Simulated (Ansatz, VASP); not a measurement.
## Two plane-wave programs on BaZrO3

```xyz
5
Lattice="4.0366 0.0000 0.0000 0.0000 4.0366 0.0000 0.0000 0.0000 4.0366" Properties=species:S:1:pos:R:3 pbc="T T T"
Ba    0.0000    0.0000    0.0000
Zr    2.0183    2.0183    2.0183
O     2.0183    0.0000    2.0183
O     2.0183    2.0183    0.0000
O     0.0000    2.0183    2.0183
```

Alike in both runs: task single point; functional PBE; k mesh 6 × 6 × 6; occupations gaussian, width 0.02 eV; no spin polarisation.

|  | VASP | Ansatz |
| --- | --- | --- |
| version | VASP 6.6.1 | Ansatz 0.2.0 |
| potentials or method | VASP PAW PBE potentials, release 64 (Ba_sv, Zr_sv, O), cutoff 600 eV | scalar-relativistic, plane waves, PAW |
| valence electrons in the cell | 40 | 40 |

VASP gave:

```
gap on the k mesh at the Fermi level (eV) : 3.42
```

**Question.** Estimate Ansatz's values.

**Answer.** gap on the k mesh at the Fermi level (eV): 3.48.

The functional is the same, so the differences come from potentials, cutoffs and numerics.

Neither program's run includes spin-orbit coupling.
